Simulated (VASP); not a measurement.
The system is Mn3Si.

```
Mn Si
1.0
     0.00000    2.86100    2.86100
     2.86100    0.00000    2.86100
     2.86100    2.86100    0.00000
Mn Si
3 1
Direct
  0.50000 0.50000 0.50000
  0.25000 0.25000 0.25000
  0.75000 0.75000 0.75000
  0.00000 0.00000 0.00000
```

Base run:

| Item | Value |
| --- | --- |
| Program | VASP 6.6.1 |
| Functional | r2SCAN |
| Potentials or basis | VASP PAW PBE potentials, release 64 (Mn_pv, Si) |
| Cutoff | 520 eV |
| k mesh | 7 × 7 × 7 |
| Occupations | fermi-dirac, width 0.1 eV |
| Spin | collinear spin, ferromagnetic start |
| Starting moments | [2.113, 2.113, 2.114, 0.0] μB |
| Fixed moment | 6.34 μB |

Its results: pressure 3.4 GPa; site moments Mn +0.83, +2.82 (each value once); Si -0.09 μB.

Problem. The run is repeated on the same cell with these changes: fixed moment from 6.34 μB to 7.61 μB; moments at the start from [2.11, 2.11, 2.11, 0.0] to [2.54, 2.54, 2.54, 0.0]. What comes out?

Solution. Pressure 9.1 GPa; site moments Mn +1.54, +3.06 (each value once); Si -0.09 μB.

Caveats: the cell stands under pressure; the PAW data sets were made with another functional, which shifts forces and pressure a little; the total moment is fixed, so each spin has its own Fermi level and the state may be an excited one.
